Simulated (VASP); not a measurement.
Sn: single point with BLYP

The system is Sn.

```
CELL_PARAMETERS angstrom
5.84503 0.00000 0.00000
-2.92251 5.06194 0.00000
0.00000 0.00000 3.39570
ATOMIC_POSITIONS crystal
Sn 0.00000 0.00000 0.00000
Sn 0.33333 0.66667 0.50000
Sn 0.66667 0.33333 0.50000
```

This cell differs from its parent crystal: volume scaled by 1.08.

```yaml
Program: VASP 6.6.1
Task: single point
Functional: BLYP
Potentials_or_basis: VASP PAW PBE potentials, release 64 (Sn_d)
Cutoff: 520 eV
k_mesh: 7 × 7 × 11
Occupations: fermi-dirac, width 0.1 eV
Spin: no spin polarisation
Dipole_correction: no
Further_INCAR_settings: ALGO = Normal; EDIFF = 1e-06; NBANDS = 28
```

```
Pressure               : -2.3 GPa
Band gap on the k mesh : zero (band 21 reaches 7.76 eV, above the bottom of band 22 at 4.40 eV)
```

Stress tensor (GPa, compression positive):
```
-2.42  0.00  0.00
 0.00 -2.42  0.00
 0.00  0.00 -1.94
```

Levels at points of the mesh, in eV from the Fermi level:
| k point | band 17 | band 18 | band 19 | band 20 | band 21 | band 22 | band 23 | band 24 | band 25 | band 26 |
| --- | --- | --- | --- | --- | --- | --- | --- | --- | --- | --- |
| (0.00, 0.00, 0.00) | -6.15 | -5.82 | -1.92 | -1.92 | -1.84 | -1.84 | 3.23 | 5.72 | 5.72 | 6.47 |

Wall time 5.6 min on 1 thread of AMD EPYC 7R13 (shared host), peak memory 0.26 GiB.

Caveat: the PAW data sets were made with another functional, which shifts forces and pressure a little; spin-orbit coupling is left out, which moves the levels of the heavy elements.
